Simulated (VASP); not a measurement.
# NaCl (Fm-3m) in VASP: notebook

The runs below take NaCl through single point, relaxation of the atoms, with PBE.

All numbers are computed with VASP 6.6.1; they aren't measurements. Logs are shortened: lines on timing, memory, paths and dates and some standing lists are left out, and cuts for length are marked.

## (1) The cell of the first run

The structure is cubic, space group Fm-3m (No. 225). The conventional cell has a = 5.620 Å, b = 5.620 Å, c = 5.620 Å, α = 90.00°, β = 90.00°, γ = 90.00°. Within 3.7 Å of Na (site symmetry m-3m) lie 6 Cl at 2.81 Å. Cl (site symmetry m-3m) has 6 Na at 2.81 Å within 3.7 Å.

## (2) Single point, PBE

The input, INCAR:

```
PREC = Accurate
ENCUT = 520
EDIFF = 1E-6
ISMEAR = -1
SIGMA = 0.02
LREAL = F
LASPH = T
NELM = 80
ALGO = Normal
ISIF = 2
LWAVE = F
LCHARG = T
GGA = PE
LELF = T
LVHAR = T
NBANDS = 14
```

The input, KPOINTS:

```
Automatic mesh
0
Gamma
  9 9 9
```

The input, POSCAR:

```
NaCl
1.0
    0.0000000000      2.8100000000      2.8100000000
    2.8100000000      0.0000000000      2.8100000000
    2.8100000000      2.8100000000      0.0000000000
Na Cl
1 1
Direct
    0.0000000000      0.0000000000      0.0000000000
    0.5000000000      0.5000000000      0.5000000000
```

Potentials or basis: VASP PAW PBE potentials, release 64 (Na_pv, Cl).

Command:

```bash
$ cat potpaw_PBE.64/Na_pv/POTCAR potpaw_PBE.64/Cl/POTCAR > POTCAR
$ mpirun -np 1 vasp_std > vasp.out
```

OUTCAR:

```text
PREC = Accurate
   ENCUT = 520
   EDIFF = 1E-6
   ISMEAR = -1
   LREAL = F
   LASPH = T
   NELM = 80
   ISIF = 2
   GGA = PE

 ion  position               nearest neighbor table
   1  0.000  0.000  0.000-
   2  0.500  0.500  0.500-

  LATTYP: Found a face centered cubic cell.
 ALAT       =     5.6200000000

  Lattice vectors:

 A1 = (   0.0000000000,   2.8100000000,   2.8100000000)
 A2 = (   2.8100000000,   0.0000000000,   2.8100000000)
 A3 = (   2.8100000000,   2.8100000000,   0.0000000000)

Analysis of symmetry for initial positions (statically):
=====================================================================
 Subroutine PRICEL returns:
 Original cell was already a primitive cell.

 Routine SETGRP: Setting up the symmetry group for a
 face centered cubic supercell.

 Subroutine GETGRP returns: Found 48 space group operations
 (whereof 48 operations were pure point group operations)
 out of a pool of 48 trial point group operations.

The static configuration has the point symmetry O_h .

Analysis of symmetry for dynamics (positions and initial velocities):
=====================================================================
 Subroutine PRICEL returns:
 Original cell was already a primitive cell.

 Routine SETGRP: Setting up the symmetry group for a
 face centered cubic supercell.

 Subroutine GETGRP returns: Found 48 space group operations
 (whereof 48 operations were pure point group operations)
 out of a pool of 48 trial point group operations.

The dynamic configuration has the point symmetry O_h .

 Subroutine INISYM returns: Found 48 space group operations
 (whereof 48 operations are pure point group operations),
 and found     1 'primitive' translations

----------------------------------------------------------------------------------------

                                     Primitive cell

  volume of cell :      44.3761

  direct lattice vectors                    reciprocal lattice vectors
     0.000000000  2.810000000  2.810000000    -0.177935943  0.177935943  0.177935943
     2.810000000  0.000000000  2.810000000     0.177935943 -0.177935943  0.177935943
     2.810000000  2.810000000  0.000000000     0.177935943  0.177935943 -0.177935943

  length of vectors
     3.973940110  3.973940110  3.973940110     0.308194094  0.308194094  0.308194094

  position of ions in fractional coordinates (direct lattice)
     0.000000000  0.000000000  0.000000000
     0.500000000  0.500000000  0.500000000

  ion indices of the primitive-cell ions
   primitive index   ion index
                 1           1
                 2           2

----------------------------------------------------------------------------------------

 KPOINTS: Automatic mesh

Automatic generation of k-mesh.
 Grid dimensions read from file:
 generate k-points for:    9    9    9

 Generating k-lattice:

  Cartesian coordinates                     Fractional coordinates (reciprocal lattice)
    -0.019770660  0.019770660  0.019770660     0.111111111  0.000000000  0.000000000
     0.019770660 -0.019770660  0.019770660     0.000000000  0.111111111  0.000000000
     0.019770660  0.019770660 -0.019770660     0.000000000  0.000000000  0.111111111

  Length of vectors
     0.034243788  0.034243788  0.034243788

  Shift w.r.t. Gamma in fractional coordinates (k-lattice)
     0.000000000  0.000000000  0.000000000

 Subroutine IBZKPT returns following result:
 ===========================================

 Found     35 irreducible k-points:

 Following reciprocal coordinates:
            Coordinates               Weight
  0.000000  0.000000  0.000000      1.000000
  0.111111  0.000000  0.000000      8.000000
  0.222222  0.000000  0.000000      8.000000
  0.333333  0.000000  0.000000      8.000000
  0.444444  0.000000  0.000000      8.000000
  0.111111  0.111111  0.000000      6.000000
[... 16 lines left out ...]
 -0.333333  0.333333  0.000000     12.000000
  0.444444  0.444444  0.000000      6.000000
 [... further k-points ...]
   k-points           NKPTS =     35   k-points in BZ     NKDIM =     35   number of bands    NBANDS=     14
   number of dos      NEDOS =    301   number of ions     NIONS =      2
   total plane-waves  NPLWV =  27000
   dimension x,y,z NGX =    30 NGY =   30 NGZ =   30
   dimension x,y,z NGXF=    60 NGYF=   60 NGZF=   60
   ions per type =               1   1
   NGX,Y,Z   is equivalent  to a cutoff of  12.55, 12.55, 12.55 a.u.
   NGXF,Y,Z  is equivalent  to a cutoff of  25.10, 25.10, 25.10 a.u.
 SYSTEM =  unknown system
   PREC   = accura    normal or accurate (medium, high low for compatibility)
   ISTART =      0    job   : 0-new  1-cont  2-samecut
   ICHARG =      2    charge: 1-file 2-atom 10-const
   ISPIN  =      1    spin polarized calculation?
   LNONCOLLINEAR =      F non collinear calculations
   LSORBIT =      F    spin-orbit coupling
   LASPH  =      T    aspherical Exc in radial PAW
   ENCUT  =  520.0 eV  38.22 Ry    6.18 a.u.   7.39  7.39  7.39*2*pi/ulx,y,z
   NELM   =     80;   NELMIN=  2; NELMDL= -5     # of ELM steps
   EDIFF  = 0.1E-05   stopping-criterion for ELM
   LREAL  =      F    real-space projection
   EDIFFG = 0.1E-04   stopping-criterion for IOM
   NSW    =      0    number of steps for IOM
   IBRION =     -1    ionic relax: 0-MD 1-quasi-New 2-CG
   NFREE  =      0    steps in history (QN), initial steepest desc. (CG)
   ISIF   =      2    stress and relaxation
   ISYM   =      2    0-nonsym 1-usesym 2-fastsym
   POTIM  = 0.5000    time-step for ionic-motion
   TEBEG  =    0.0;   TEEND  =   0.0 temperature during run
   PSTRESS=    0.0 pullay stress
   NELECT =      14.0000    total number of electrons
   NUPDOWN=      -1.0000    fix difference up-down
   EMIN   =  10.00;   EMAX   =-10.00  energy-range for DOS
   EFERMI =   0.00;   METHOD = LEGACY
   ISMEAR =    -1;   SIGMA  =   0.02  broadening in eV -4-tet -1-fermi 0-gaus
   EFERMI_NEDOS =   21; number of points for ismear=-14 and -15
   IALGO  =     38    algorithm
   IMIX   =      4    mixing-type and parameters
     AMIX     =   0.40;   BMIX     =  1.00
     AMIX_MAG =   1.60;   BMIX_MAG =  1.00
  volume/ion in A,a.u.               =      22.19       149.73
  Fermi-wavevector in a.u.,A,eV,Ry     =   1.114469  2.106040 16.898985  1.242040
  Thomas-Fermi vector in A             =   2.251064
   LORBIT       =      0    0 simple, 1 ext, 2 COOP (PROOUT), +10 PAW based schemes
   GGA     = PE    functional components
   LHFCALC =     F    Hartree Fock is set to
   AEXX    =    0.0000 exact exchange contribution
   IVDW    =     0    specifies the selected vdW correction
   LEPSILON=     F    determine dielectric tensor
   LRPA    =     F    only Hartree local field effects (RPA)
 non-spin polarized calculation
  energy-cutoff  :      520.00
  volume of cell :       44.38
 maximum number of plane-waves:      1243
 NGX is ok and might be reduce to    30
   NGX = 15   NGY = 15   NGZ = 15

 number of electron      14.0000000 magnetization

 Free energy of the ion-electron system (eV)
  ---------------------------------------------------
  ext. energy  EPLUGINS =         0.00000000
  ---------------------------------------------------
  free energy    TOTEN  =        -6.77197811 eV

  energy without entropy =       -6.77197811  energy(sigma->0) =       -6.77197811

 E-fermi :  -0.1747     XC(G=0):  -8.2119

 val. band max:       -0.6698113992   @ k =   0.0000   0.0000   0.0000
 cond. band min:       4.4787672978   @ k =   0.0000   0.0000   0.0000
 fundamental gap:      5.1485786970
 Fermi energy:        -0.1746632325

 k-point     1 :       0.0000    0.0000    0.0000
  band No.  band energies     occupation
      1     -21.4678      2.00000
      2     -21.4678      2.00000
      3     -21.4678      2.00000
      4     -13.3527      2.00000
      5      -0.6698      2.00000
      6      -0.6698      2.00000
      7      -0.6698      2.00000
      8       4.4788      0.00000
      9      10.4618      0.00000
     10      10.4618      0.00000
     11      10.4618      0.00000
     12      12.6363      0.00000
     13      12.6363      0.00000
     14      14.2601      0.00000

 k-point     2 :       0.1111    0.0000    0.0000
  band No.  band energies     occupation
      1     -21.4714      2.00000
      2     -21.4681      2.00000
      3     -21.4681      2.00000
      4     -13.3140      2.00000
      5      -0.9731      2.00000
      6      -0.7031      2.00000
      7      -0.7031      2.00000
      8       4.8831      0.00000
      9      10.0087      0.00000
     10      10.6224      0.00000
     11      10.6224      0.00000
     12      12.4138      0.00000
     13      12.4138      0.00000
     14      15.0544      0.00000

 k-point     3 :       0.2222    0.0000    0.0000
  band No.  band energies     occupation
      1     -21.4806      2.00000
      2     -21.4687      2.00000
      3     -21.4687      2.00000
      4     -13.2139      2.00000
      5      -1.6171      2.00000
      6      -0.7851      2.00000
      7      -0.7851      2.00000
      8       5.7467      0.00000
      9       9.4339      0.00000
     10      10.7824      0.00000
     11      10.7824      0.00000
     12      12.4354      0.00000
     13      12.4354      0.00000
     14      15.1748      0.00000

 k-point     4 :       0.3333    0.0000    0.0000
  band No.  band energies     occupation
      1     -21.4909      2.00000
      2     -21.4695      2.00000
      3     -21.4695      2.00000
      4     -13.0958      2.00000
      5      -2.2249      2.00000
      6      -0.8748      2.00000
      7      -0.8748      2.00000
      8       6.4136      0.00000
      9       9.4644      0.00000
     10      10.5619      0.00000
     11      10.5619      0.00000
     12      13.4166      0.00000
     13      13.4166      0.00000
     14      14.6414      0.00000

 k-point     5 :       0.4444    0.0000    0.0000
  band No.  band energies     occupation
      1     -21.4976      2.00000
      2     -21.4700      2.00000
      3     -21.4700      2.00000
      4     -13.0160      2.00000
      5      -2.5786      2.00000
      6      -0.9314      2.00000
      7      -0.9314      2.00000
      8       6.6099      0.00000
      9       9.9435      0.00000
     10      10.3576      0.00000
     11      10.3576      0.00000
[... 276 lines left out ...]
 k-point    22 :      -0.4444    0.3333    0.0000
  band No.  band energies     occupation
      1     -21.4873      2.00000
      2     -21.4804      2.00000
      3     -21.4743      2.00000
      4     -12.9552      2.00000
      5      -2.1849      2.00000
      6      -1.6460      2.00000
      7      -1.1802      2.00000
      8       7.5055      0.00000
      9       8.2808      0.00000
     10       9.9090      0.00000
     11      12.2092      0.00000
     12      13.1936      0.00000
     13      15.3541      0.00000
     14      16.7427      0.00000

 k-point    23 :      -0.3333    0.3333    0.0000
  band No.  band energies     occupation
      1     -21.4869      2.00000
      2     -21.4828      2.00000
      3     -21.4727      2.00000
      4     -12.9557      2.00000
      5      -2.0174      2.00000
      6      -1.9139      2.00000
      7      -1.1023      2.00000
      8       7.9112      0.00000
      9       8.7233      0.00000
     10       9.5618      0.00000
     11      11.6930      0.00000
     12      13.1090      0.00000
     13      14.0775      0.00000
     14      17.6185      0.00000

 k-point    24 :       0.4444    0.4444    0.0000
  band No.  band energies     occupation
      1     -21.4885      2.00000
      2     -21.4760      2.00000
      3     -21.4760      2.00000
      4     -12.9674      2.00000
      5      -2.3276      2.00000
      6      -1.2590      2.00000
      7      -1.2590      2.00000
      8       6.9419      0.00000
      9       7.4541      0.00000
     10      10.5537      0.00000
     11      13.9213      0.00000
     12      13.9213      0.00000
     13      14.5573      0.00000
     14      16.7439      0.00000

 [... further k-points ...]
[... 5 lines left out ...]
  --------------------------------------------------------------------------------------
  -------------------------------------------------------------------------------------
  Total        0.2822085      0.2822085      0.2822085      0.0000000      0.0000000      0.0000000
  in kB       10.1890025     10.1890025     10.1890025      0.0000000      0.0000000      0.0000000
  external PRESSURE =      10.1890025 kB  Pullay stress =       0.0000000 kB

 VOLUME and BASIS-vectors are now :
 -----------------------------------------------------------------------------
  energy-cutoff  :      520.00
  volume of cell :       44.38
      direct lattice vectors                 reciprocal lattice vectors
     0.000000000  2.810000000  2.810000000    -0.177935943  0.177935943  0.177935943
     2.810000000  0.000000000  2.810000000     0.177935943 -0.177935943  0.177935943
     2.810000000  2.810000000  0.000000000     0.177935943  0.177935943 -0.177935943

 POSITION                                       TOTAL-FORCE (eV/Angst)
 -----------------------------------------------------------------------------------
      0.00000      0.00000      0.00000        -0.000000     -0.000000     -0.000000
      2.81000      2.81000      2.81000         0.000000      0.000000      0.000000
 -----------------------------------------------------------------------------------
    total drift:                               -0.000000      0.000000      0.000000

  FREE ENERGIE OF THE ION-ELECTRON SYSTEM (eV)
  ---------------------------------------------------
  free  energy   TOTEN  =        -6.7719781056 eV

  energy  without entropy=       -6.7719781056  energy(sigma->0) =       -6.77197811
```

Wall time 34 s (1 thread of AMD EPYC 7R43 (Zen 3), shared host); peak memory 0.13 GiB.

Results:

* Free energy: -6.7720 eV
* Pressure: 1.0 GPa
* Band gap on the k mesh: 5.15 eV, direct

A k mesh can miss the band edges. PBE gaps usually lie below the measured ones, often by a third to a half.

## (3) Relaxation of the atoms, PBE

The input, INCAR:

```
SYSTEM = NaCl
ALGO = Normal
EDIFF = 1E-6
EDIFFG = -0.02
ENCUT = 520
GGA = PE
IBRION = 2
ISIF = 2
ISMEAR = -1
LASPH = .TRUE.
LCHARG = .FALSE.
LREAL = .FALSE.
LWAVE = .FALSE.
NELM = 80
NSW = 80
PREC = Accurate
SIGMA = 0.02
```

The input, KPOINTS:

```
k-points
0
G
  9 9 9
  0 0 0
```

POSCAR is that of step 2.

Potentials or basis: VASP PAW PBE potentials, release 64 (Na_pv, Cl).

Command:

```bash
$ cat potpaw_PBE.64/Na_pv/POTCAR potpaw_PBE.64/Cl/POTCAR > POTCAR
$ mpirun -np 1 vasp_std > vasp.out
```

Run time: 14 s. Hardware: 1 thread of AMD EPYC 7R13 (Zen 3), shared host; peak memory 0.13 GiB.

The run converged. Its results:

* Free energy: -6.7720 eV
* Pressure after relaxing: 1.0 GPa
* Band gap on the k mesh: 5.15 eV, direct

Final structure:
```xyz
2
Lattice="0.0000 2.8100 2.8100 2.8100 0.0000 2.8100 2.8100 2.8100 0.0000" Properties=species:S:1:pos:R:3 pbc="T T T"
Na    0.0000    0.0000    0.0000
Cl    2.8100    2.8100    2.8100
```

Levels at points of the mesh, in eV from the valence-band top:
| k point | band 4 | band 5 | band 6 | band 7 | band 8 | band 9 | band 10 | band 11 |
| --- | --- | --- | --- | --- | --- | --- | --- | --- |
| (0.00, 0.00, 0.00) | -12.68 | 0.00 | 0.00 | 0.00 | 5.15 | 11.13 | 11.13 | 11.13 |

Caveat: the relaxation stopped at its first step, so nothing moved. A k mesh can miss the band edges.
